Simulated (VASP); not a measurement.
Here is a VASP 6.6.1 calculation.

The input POSCAR:

```
RbBr
1.0
    0.0000000000      3.4608261073      3.4608261073
    3.4608261073      0.0000000000      3.4608261073
    3.4608261073      3.4608261073      0.0000000000
Rb Br
1 1
Direct
    0.0000000000      0.0000000000      0.0000000000
    0.5000000000      0.5000000000      0.5000000000
```

INCAR.step1

```
PREC = Accurate
ENCUT = 520
EDIFF = 1E-5
ISMEAR = 0
SIGMA = 0.01
LREAL = False
LASPH = True
NELM = 100
ALGO = Normal
ISIF = 2
LWAVE = True
LCHARG = False
GGA = PE
NBANDS = 15
```

The input INCAR.step2:

```
PREC = Accurate
ENCUT = 520
EDIFF = 1E-7
ISMEAR = 0
SIGMA = 0.01
LREAL = False
LASPH = True
NELM = 100
ALGO = Normal
ISIF = 2
LWAVE = False
LCHARG = False
GGA = PE
LHFCALC = True
HFSCREEN = 0.2079
PRECFOCK = Normal
ISTART = 1
NBANDS = 15
```

The input KPOINTS:

```
Automatic mesh
0
Gamma
  2 2 2
```

Potentials or basis: VASP PAW PBE potentials, release 64 (Rb_sv, Br).

Launch:

```sh
$ cat potpaw_PBE.64/Rb_sv/POTCAR potpaw_PBE.64/Br/POTCAR > POTCAR
$ cp INCAR.step1 INCAR
$ mpirun -np 1 vasp_std > vasp.out
$ cp INCAR.step2 INCAR
$ mpirun -np 1 vasp_std > vasp.out
```

Question: What does it give for the band gap on the k mesh?

Answer: 5.46 eV.

Question: Estimate the pressure.

Answer: 0.4 GPa.

Caveat: the k points lie up to 0.79 Å⁻¹ apart; the PAW data sets were made with another functional, which shifts forces and pressure a little.
